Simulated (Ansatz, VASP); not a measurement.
NaF in VASP and in Ansatz

INCAR

```
PREC = Accurate
ENCUT = 520
EDIFF = 1E-6
ISMEAR = 0
SIGMA = 0.05
LREAL = False
LASPH = True
NELM = 100
ALGO = Normal
ISIF = 2
LWAVE = False
LCHARG = False
GGA = PS
NBANDS = 14
```

KPOINTS

```
Automatic mesh
0
Gamma
  8 8 8
```

File POSCAR:

```
NaF
1.0
    0.0000000000      2.3233000000      2.3233000000
    2.3233000000      0.0000000000      2.3233000000
    2.3233000000      2.3233000000      0.0000000000
Na F
1 1
Direct
    0.0062126100      0.0062126100      0.0062126100
    0.5000000000      0.5000000000      0.5000000000
```

Input for Ansatz:

```yaml
crystal:
  lattice:
    - [0.0, 2.3233, 2.3233]
    - [2.3233, 0.0, 2.3233]
    - [2.3233, 2.3233, 0.0]
  atoms:
    - { symbol: Na, position: [0.00621261, 0.00621261, 0.00621261] }
    - { symbol: F, position: [0.5, 0.5, 0.5] }
basis:
  ecutwfc: 420
kpoints:
  mp_grid: { grid: [8, 8, 8] }
hamiltonian:
  xc: pbesol
scf:
  occupations: { method: gaussian, width: 0.05 }
output:
  forces: true
  stress: true
  eigenvalues: true
```

Change from the starting cell: all Na atoms moved +0.050 Å, as atom 1 along Cartesian [1 1 1].

Alike in both runs: task single point; functional PBEsol; k mesh 8 × 8 × 8; occupations gaussian, width 0.05 eV; no spin polarisation.

|  | VASP | Ansatz |
| --- | --- | --- |
| version | VASP 6.6.1 | Ansatz 0.2.0 |
| potentials or method | VASP PAW PBE potentials, release 64 (Na_pv, F), cutoff 520 eV | scalar-relativistic, plane waves, PAW |
| valence electrons in the cell | 14 | 16 |

```csv
,VASP,Ansatz,Ansatz less VASP
gap on the k mesh at the Fermi level (eV),6.12,6.14,+0.021
least direct gap on the mesh (eV),6.12,6.14,+0.021
pressure (GPa),-0.6,-0.5,+0.09
rms of the force components (eV/Å),0.063,0.060,-0.0027
```

VASP's potentials were made for PBE, not for PBEsol. Atom by atom the forces differ by 0.003 eV/Å (rms over components). VASP's potentials hold 14 valence electrons a cell and Ansatz's 16, so a difference there can come from the potentials and not from the codes.
